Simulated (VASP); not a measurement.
Write the native input for VASP 6.6.1 that does the following.

```yaml
Task: single point
Functional: LDA
Potentials_or_basis: VASP PAW LDA potentials, release 64 (Ru_sv)
Cutoff: 420 eV
k_mesh: 18 × 18 × 10
Occupations: fermi-dirac, width 0.05 eV
Spin: no spin polarisation
Dipole_correction: no
k_mesh_for_the_DOS: 27 × 27 × 15
Occupations_for_the_DOS: tetrahedron
Further_INCAR_settings: ALGO = Normal; EDIFF = 1e-06; NBANDS = 23
```

The system is Ru.

```
Ru
1.0
     2.03287    0.00000    0.00000
    -1.01643    1.76051    0.00000
     0.00000    0.00000    3.29066
Ru
2
Direct
  0.33333 0.66667 0.25000
  0.66667 0.33333 0.75000
```

The input as run:

POSCAR

```
Ru
1.0
    2.0328652754      0.0000000000      0.0000000000
   -1.0164326377      1.7605129709      0.0000000000
    0.0000000000      0.0000000000      3.2906585702
Ru
2
Direct
    0.3333333333      0.6666666667      0.2500000000
    0.6666666667      0.3333333333      0.7500000000
```

INCAR.step1

```
SYSTEM = Ru
PREC = Accurate
ENCUT = 420
EDIFF = 1E-6
ISMEAR = -1
SIGMA = 0.05
LREAL = .False.
LASPH = .True.
NELM = 120
ALGO = Normal
ISIF = 2
LWAVE = .False.
LCHARG = .True.
LMAXMIX = 4
NBANDS = 23
GGA_COMPAT = .False.
NEDOS = 2001
LORBIT = 11
```

KPOINTS.step1

```
Automatic mesh
0
Gamma
  18 18 10
  0 0 0
```

INCAR.step2

```
SYSTEM = Ru
PREC = Accurate
ENCUT = 420
EDIFF = 1E-6
ISMEAR = -5
SIGMA = 0.05
LREAL = .False.
LASPH = .True.
NELM = 120
ALGO = Normal
ISIF = 2
LWAVE = .False.
LCHARG = .False.
LMAXMIX = 4
LORBIT = 10
NBANDS = 23
NEDOS = 2001
ICHARG = 11
GGA_COMPAT = .False.
```

KPOINTS.step2

```
Automatic mesh
0
Gamma
  27 27 15
  0 0 0
```

Potentials or basis: VASP PAW LDA potentials, release 64 (Ru_sv).

Run with:

```console
$ cat potpaw_LDA.64/Ru_sv/POTCAR > POTCAR
$ cp INCAR.step1 INCAR
$ cp KPOINTS.step1 KPOINTS
$ mpirun -np 1 vasp_std > vasp.out
$ cp INCAR.step2 INCAR
$ cp KPOINTS.step2 KPOINTS
$ mpirun -np 1 vasp_std > vasp.out
```

Wall time 76 s on 1 thread of Intel(R) Xeon(R) 6975P-C (Granite Rapids) (shared host), peak memory 0.24 GiB.
